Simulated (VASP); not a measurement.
Set up this calculation in VASP 6.6.1, as the native input.

| Quantity | Value |
| --- | --- |
| Task | single point |
| Functional | PBEsol |
| Potentials or basis | VASP PAW PBE potentials, release 64 (Nb_sv, P) |
| Cutoff | 520 eV |
| k mesh | 11 × 11 × 11 |
| Occupations | fermi-dirac, width 0.05 eV |
| Spin | no spin polarisation |
| Dipole correction | no |
| Further INCAR settings | ALGO = Normal; EDIFF = 1e-07; NBANDS = 26 |

The structure of NbP lies in POSCAR:

```
NbP
1.0
   -1.6636818200      1.6636818200      5.7015827992
    1.6636818200     -1.6636818200      5.7015827992
    1.6636818200      1.6636818200     -5.7015827992
Nb P
2 2
Direct
    0.2498808000      0.7498808000      0.5000000000
    0.4998808000      0.4998808000      0.0000000000
    0.8327477700      0.3327477700      0.5000000000
    0.0827477700      0.0827477700      0.0000000000
```

This cell differs from its parent crystal: volume scaled by 0.98.

The input as run:

INCAR

```
  PREC = Accurate
  ENCUT = 520
  EDIFF = 1E-7
  ISMEAR = -1
  SIGMA = 0.05
  LREAL = False
  LASPH = True
  NELM = 100
  ALGO = Normal
  ISIF = 2
  LWAVE = False
  LCHARG = False
  GGA = PS
  NBANDS = 26
```

KPOINTS

```
Automatic mesh
0
Gamma
  11 11 11
```

Potentials or basis: VASP PAW PBE potentials, release 64 (Nb_sv, P).

Command:

```console
$ cat potpaw_PBE.64/Nb_sv/POTCAR potpaw_PBE.64/P/POTCAR > POTCAR
$ mpirun -np 1 vasp_std > vasp.out
```

It gave:

| Quantity | Value |
| --- | --- |
| Pressure | -2.9 GPa |
| Largest force | 0.024 eV/Å |
| Band gap on the k mesh | zero (filled and empty bands touch) |

Caveat: the PAW data sets were made with another functional, which shifts forces and pressure a little.

It took 8.1 min on 1 thread of Intel(R) Xeon(R) Platinum 8488C (Sapphire Rapids) (shared host), peak memory 0.43 GiB.
